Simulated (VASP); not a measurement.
# PbS (Fm-3m) in VASP: a series of runs

The runs below take PbS through electric field gradients, with LDA.

Program: VASP 6.6.1. These are calculated values, not measurements. Logs are shortened: lines on timing, memory, paths and dates and some standing lists are left out, and cuts for length are marked.

**1. The cell of the first run**

The structure is cubic, space group Fm-3m (No. 225). Conventional cell: a = 6.008 Å, b = 6.008 Å, c = 6.008 Å, α = 90.00°, β = 90.00°, γ = 90.00°. Pb (site symmetry m-3m) has 6 S at 3.00 Å within 4.0 Å. Within 4.0 Å of S (site symmetry m-3m) lie 6 Pb at 3.00 Å.

**2. Electric field gradients, LDA (volume scaled by 1.04)**

The input, INCAR:

```
SYSTEM = PbS
ALGO = Normal
EDIFF = 1E-8
ENCUT = 520
ISIF = 2
ISMEAR = -1
LASPH = .TRUE.
LCHARG = .FALSE.
LEFG = .TRUE.
LREAL = .FALSE.
LWAVE = .FALSE.
NBANDS = 17
NELM = 60
PREC = Accurate
SIGMA = 0.01
```

The input, KPOINTS:

```
k-points
0
G
  8 8 8
  0 0 0
```

The input, POSCAR:

```
PbS
1.0
    0.0000000000      3.0040176323      3.0040176323
    3.0040176323      0.0000000000      3.0040176323
    3.0040176323      3.0040176323      0.0000000000
Pb S
1 1
Direct
    0.0000000000      0.0000000000      0.0000000000
    0.5000000000      0.5000000000      0.5000000000
```

Potentials or basis: VASP PAW LDA potentials, release 64 (Pb_d, S).

Launch:

```sh
$ cat potpaw_LDA.64/Pb_d/POTCAR potpaw_LDA.64/S/POTCAR > POTCAR
$ mpirun -np 1 vasp_std > vasp.out
```

OUTCAR:

```text
SYSTEM = PbS
   EDIFF = 1E-8
   ENCUT = 520
   ISIF = 2
   ISMEAR = -1
   LASPH = .TRUE.
   LREAL = .FALSE.
   NELM = 60
   PREC = Accurate

 ion  position               nearest neighbor table
   1  0.000  0.000  0.000-   2 3.00   2 3.00   2 3.00   2 3.00   2 3.00   2 3.00
   2  0.500  0.500  0.500-   1 3.00   1 3.00   1 3.00   1 3.00   1 3.00   1 3.00

  LATTYP: Found a face centered cubic cell.
 ALAT       =     6.0080352646

  Lattice vectors:

 A1 = (   0.0000000000,   3.0040176323,   3.0040176323)
 A2 = (   3.0040176323,   0.0000000000,   3.0040176323)
 A3 = (   3.0040176323,   3.0040176323,   0.0000000000)

Analysis of symmetry for initial positions (statically):
=====================================================================
 Subroutine PRICEL returns:
 Original cell was already a primitive cell.

 Routine SETGRP: Setting up the symmetry group for a
 face centered cubic supercell.

 Subroutine GETGRP returns: Found 48 space group operations
 (whereof 48 operations were pure point group operations)
 out of a pool of 48 trial point group operations.

The static configuration has the point symmetry O_h .

Analysis of symmetry for dynamics (positions and initial velocities):
=====================================================================
 Subroutine PRICEL returns:
 Original cell was already a primitive cell.

 Routine SETGRP: Setting up the symmetry group for a
 face centered cubic supercell.

 Subroutine GETGRP returns: Found 48 space group operations
 (whereof 48 operations were pure point group operations)
 out of a pool of 48 trial point group operations.

The dynamic configuration has the point symmetry O_h .

 Subroutine INISYM returns: Found 48 space group operations
 (whereof 48 operations are pure point group operations),
 and found     1 'primitive' translations

----------------------------------------------------------------------------------------

                                     Primitive cell

  volume of cell :      54.2172

  direct lattice vectors                    reciprocal lattice vectors
     0.000000000  3.004017632  3.004017632    -0.166443763  0.166443763  0.166443763
     3.004017632  0.000000000  3.004017632     0.166443763 -0.166443763  0.166443763
[... 124 lines left out ...]
 Free energy of the ion-electron system (eV)
  ---------------------------------------------------
  ext. energy  EPLUGINS =         0.00000000
  ---------------------------------------------------
  free energy    TOTEN  =        -9.93804643 eV

  energy without entropy =       -9.93804643  energy(sigma->0) =       -9.93804643

 E-fermi :   5.2281     XC(G=0):  -9.8547

 val. band max:        5.0591014635   @ k =   0.5000   0.0000   0.0000
 cond. band min:       5.3963825587   @ k =   0.5000   0.0000   0.0000
 fundamental gap:      0.3372810952
 Fermi energy:         5.2281410197

 k-point     1 :       0.0000    0.0000    0.0000
  band No.  band energies     occupation
      1     -11.6178      2.00000
      2     -11.6178      2.00000
      3     -11.6178      2.00000
      4     -11.6077      2.00000
      5     -11.6077      2.00000
      6      -8.1352      2.00000
[... 457 lines left out ...]
      4     -11.5919      2.00000
      5     -11.5738      2.00000
      6      -6.7385      2.00000
[... 9 lines left out ...]
     16      15.9682      0.00000
     17      16.0938      0.00000

 [... further k-points ...]

------------------------ aborting loop because EDIFF is reached ----------------------------------------

  FORCE on cell =-STRESS in cart. coord.  units (eV):
  Direction    XX          YY          ZZ          XY          YZ          ZX
  --------------------------------------------------------------------------------------
  -------------------------------------------------------------------------------------
  Total       -1.5013493     -1.5013493     -1.5013493      0.0000000      0.0000000     -0.0000000
  in kB      -44.3664735    -44.3664735    -44.3664735      0.0000000      0.0000000     -0.0000000
  external PRESSURE =     -44.3664735 kB  Pullay stress =       0.0000000 kB

 VOLUME and BASIS-vectors are now :
 -----------------------------------------------------------------------------
  energy-cutoff  :      520.00
  volume of cell :       54.22
      direct lattice vectors                 reciprocal lattice vectors
     0.000000000  3.004017632  3.004017632    -0.166443763  0.166443763  0.166443763
     3.004017632  0.000000000  3.004017632     0.166443763 -0.166443763  0.166443763
     3.004017632  3.004017632  0.000000000     0.166443763  0.166443763 -0.166443763

 POSITION                                       TOTAL-FORCE (eV/Angst)
 -----------------------------------------------------------------------------------
      0.00000      0.00000      0.00000         0.000000     -0.000000     -0.000000
      3.00402      3.00402      3.00402        -0.000000      0.000000      0.000000
 -----------------------------------------------------------------------------------
    total drift:                                0.000000     -0.000000     -0.000000

  FREE ENERGIE OF THE ION-ELECTRON SYSTEM (eV)
  ---------------------------------------------------
  free  energy   TOTEN  =        -9.9380464333 eV

  energy  without entropy=       -9.9380464330  energy(sigma->0) =       -9.93804643

 Electric field gradients (V/A^2)
---------------------------------------------------------------------
 ion       V_xx      V_yy      V_zz      V_xy      V_xz      V_yz
---------------------------------------------------------------------
   1       0.000     0.000    -0.000    -0.001    -0.001    -0.001
   2       0.000    -0.000    -0.000    -0.001    -0.001    -0.001
---------------------------------------------------------------------

 Electric field gradients after diagonalization (V/A^2)
 (convention: |V_zz| > |V_xx| > |V_yy|)
----------------------------------------------------------------------
 ion       V_xx      V_yy      V_zz     asymmetry (V_yy - V_xx)/ V_zz
----------------------------------------------------------------------
   1       0.001     0.001    -0.002       0.000
   2       0.001     0.001    -0.001       0.000
----------------------------------------------------------------------

           NMR quadrupolar parameters

 Cq : quadrupolar parameter    Cq=e*Q*V_zz/h
 eta: asymmetry parameters     (V_yy - V_xx)/ V_zz
 Q  : nuclear electric quadrupole moment in mb (millibarn)
----------------------------------------------------------------------
 ion       Cq(MHz)       eta       Q (mb)
----------------------------------------------------------------------
   1      -0.000       0.000       1.000
   2      -0.000       0.000       1.000
----------------------------------------------------------------------
```

OSZICAR:

```text
N       E                     dE             d eps       ncg     rms          rms(c)
DAV:   1     0.160028205407E+03    0.16003E+03   -0.97687E+03   986   0.124E+03
DAV:   2     0.152838961936E+01   -0.15850E+03   -0.15238E+03  1076   0.311E+02
DAV:   3    -0.101231845654E+02   -0.11652E+02   -0.11399E+02  1291   0.892E+01
DAV:   4    -0.104129207416E+02   -0.28974E+00   -0.28954E+00  1265   0.157E+01
DAV:   5    -0.104233618636E+02   -0.10441E-01   -0.10440E-01  1445   0.282E+00    0.420E+00
DAV:   6    -0.994930315046E+01    0.47406E+00   -0.14520E+00  1513   0.780E+00    0.294E+00
DAV:   7    -0.994257060748E+01    0.67325E-02   -0.10701E-01  1176   0.160E+00    0.166E+00
DAV:   8    -0.993845084661E+01    0.41198E-02   -0.13011E-02  1179   0.106E+00    0.266E-01
DAV:   9    -0.993802487828E+01    0.42597E-03   -0.28174E-03  1431   0.381E-01    0.844E-02
DAV:  10    -0.993805134174E+01   -0.26463E-04   -0.16913E-04  1182   0.727E-02    0.637E-02
DAV:  11    -0.993804653074E+01    0.48110E-05   -0.18801E-05  1355   0.425E-02    0.723E-03
DAV:  12    -0.993804644533E+01    0.85405E-07   -0.78872E-07  1408   0.121E-02    0.217E-03
DAV:  13    -0.993804643163E+01    0.13707E-07   -0.12961E-07  1167   0.238E-03    0.801E-04
DAV:  14    -0.993804643331E+01   -0.16876E-08   -0.66615E-09   972   0.600E-04
   1 F= -.99380464E+01 E0= -.99380464E+01  d E =-.264954E-09
```

Run time: 33 s. Hardware: 1 thread of Intel Xeon 8259CL, shared host; peak memory 0.16 GiB.

What came out:

```yaml
Free_energy: -9.9380 eV
Pressure: -4.4 GPa
Band_gap_on_the_k_mesh: 0.34 eV, direct
```

Caveat: without QUAD_EFG the Cq values of the log hold for a quadrupole moment of 1 mb, not for the nuclei; spin-orbit coupling is left out, which moves the levels of the heavy elements. A k mesh can miss the band edges.

**3. Electric field gradients, LDA (volume scaled by 1.025)**

The input, INCAR:

```
SYSTEM = PbS
PREC     = Accurate       ! precision mode
ENCUT    = 520            ! plane-wave cutoff, eV
EDIFF    = 1E-8           ! SCF threshold, eV
ISMEAR   = -1             ! smearing method
SIGMA    = 0.01           ! smearing width, eV
LREAL    = .FALSE.        ! projectors in reciprocal space
LASPH    = .TRUE.         ! aspherical terms in the spheres
NELM     = 100            ! most SCF steps
ALGO     = Normal         ! electronic algorithm
ISIF     = 2              ! what is computed and relaxed
LWAVE    = .FALSE.        ! write WAVECAR
LCHARG   = .FALSE.        ! write CHGCAR
GGA      = CA             ! functional
LEFG     = .TRUE.       
NBANDS   = 17             ! bands
```

The input, KPOINTS:

```
Automatic mesh
0
G
  8 8 8
  0 0 0
```

The input, POSCAR:

```
PbS
1.0
    0.0000000000      2.9895052435      2.9895052435
    2.9895052435      0.0000000000      2.9895052435
    2.9895052435      2.9895052435      0.0000000000
Pb S
1 1
Direct
    0.0000000000      0.0000000000      0.0000000000
    0.5000000000      0.5000000000      0.5000000000
```

Potentials or basis: VASP PAW LDA potentials, release 64 (Pb_d, S).

Launch:

```sh
$ cat potpaw_LDA.64/Pb_d/POTCAR potpaw_LDA.64/S/POTCAR > POTCAR
$ mpirun -np 1 vasp_std > vasp.out
```

OUTCAR:

```text
SYSTEM = PbS
   PREC = Accurate
   ENCUT = 520
   EDIFF = 1E-8
   ISMEAR = -1
   LREAL = .FALSE.
   LASPH = .TRUE.
   NELM = 100
   ISIF = 2
   GGA = CA

 ion  position               nearest neighbor table
   1  0.000  0.000  0.000-   2 2.99   2 2.99   2 2.99   2 2.99   2 2.99   2 2.99
   2  0.500  0.500  0.500-   1 2.99   1 2.99   1 2.99   1 2.99   1 2.99   1 2.99

  LATTYP: Found a face centered cubic cell.
 ALAT       =     5.9790104870

  Lattice vectors:

 A1 = (   0.0000000000,   2.9895052435,   2.9895052435)
[... 692 lines left out ...]
  ---------------------------------------------------
  free  energy   TOTEN  =        -9.9577506973 eV

  energy  without entropy=       -9.9577506948  energy(sigma->0) =       -9.95775070

 Electric field gradients (V/A^2)
---------------------------------------------------------------------
 ion       V_xx      V_yy      V_zz      V_xy      V_xz      V_yz
---------------------------------------------------------------------
   1       0.000     0.000    -0.000    -0.001    -0.001    -0.001
   2       0.000     0.000    -0.000    -0.000    -0.000    -0.000
---------------------------------------------------------------------

 Electric field gradients after diagonalization (V/A^2)
 (convention: |V_zz| > |V_xx| > |V_yy|)
----------------------------------------------------------------------
 ion       V_xx      V_yy      V_zz     asymmetry (V_yy - V_xx)/ V_zz
----------------------------------------------------------------------
   1       0.001     0.001    -0.002       0.000
   2       0.000     0.000    -0.001       0.000
----------------------------------------------------------------------

           NMR quadrupolar parameters

 Cq : quadrupolar parameter    Cq=e*Q*V_zz/h
 eta: asymmetry parameters     (V_yy - V_xx)/ V_zz
 Q  : nuclear electric quadrupole moment in mb (millibarn)
----------------------------------------------------------------------
 ion       Cq(MHz)       eta       Q (mb)
----------------------------------------------------------------------
   1      -0.000       0.000       1.000
   2      -0.000       0.000       1.000
----------------------------------------------------------------------
```

OSZICAR:

```text
N       E                     dE             d eps       ncg     rms          rms(c)
DAV:   1     0.160411034021E+03    0.16041E+03   -0.95780E+03   986   0.121E+03
DAV:   2     0.262420987961E+01   -0.15779E+03   -0.15198E+03  1044   0.317E+02
DAV:   3    -0.100964438838E+02   -0.12721E+02   -0.12599E+02  1336   0.939E+01
DAV:   4    -0.104195665086E+02   -0.32312E+00   -0.32270E+00  1250   0.161E+01
DAV:   5    -0.104310466038E+02   -0.11480E-01   -0.11479E-01  1485   0.308E+00    0.429E+00
DAV:   6    -0.996896338036E+01    0.46208E+00   -0.13974E+00  1533   0.777E+00    0.301E+00
DAV:   7    -0.996208204723E+01    0.68813E-02   -0.10633E-01  1190   0.162E+00    0.169E+00
DAV:   8    -0.995814635226E+01    0.39357E-02   -0.12640E-02  1288   0.106E+00    0.252E-01
DAV:   9    -0.995773009701E+01    0.41626E-03   -0.26969E-03  1472   0.382E-01    0.830E-02
DAV:  10    -0.995775655839E+01   -0.26461E-04   -0.16070E-04  1181   0.734E-02    0.639E-02
DAV:  11    -0.995775077838E+01    0.57800E-05   -0.22160E-05  1333   0.483E-02    0.850E-03
DAV:  12    -0.995775070271E+01    0.75675E-07   -0.85241E-07  1456   0.120E-02    0.184E-03
DAV:  13    -0.995775069433E+01    0.83744E-08   -0.11421E-07  1237   0.244E-03    0.115E-03
DAV:  14    -0.995775069731E+01   -0.29725E-08   -0.62179E-09   959   0.529E-04
   1 F= -.99577507E+01 E0= -.99577507E+01  d E =-.247535E-08
```

stdout:

```text
POSCAR found type information on POSCAR PbS
 POSCAR found :  2 types and       2 ions
 scaLAPACK will be used
 LDA part: xc-table for (Slater(with rela. corr.)+CA(PZ))
 , standard interpolation
 POSCAR, INCAR and KPOINTS ok, starting setup
 FFT: planning ... GRIDC
 FFT: planning ... GRID_SOFT
 FFT: planning ... GRID
 WAVECAR not read
 entering main loop
ion   1

ion   2
```

It took 16 s on 1 thread of Intel Xeon 8259CL, shared host; peak memory 0.16 GiB.

What came out:

```
Free energy            : -9.9578 eV
Pressure               : -3.8 GPa
Band gap on the k mesh : 0.29 eV, direct
```

Caveat: without QUAD_EFG the Cq values of the log hold for a quadrupole moment of 1 mb, not for the nuclei; spin-orbit coupling is left out, which moves the levels of the heavy elements. A k mesh can miss the band edges.

(Part 1 of 2 ends here.)
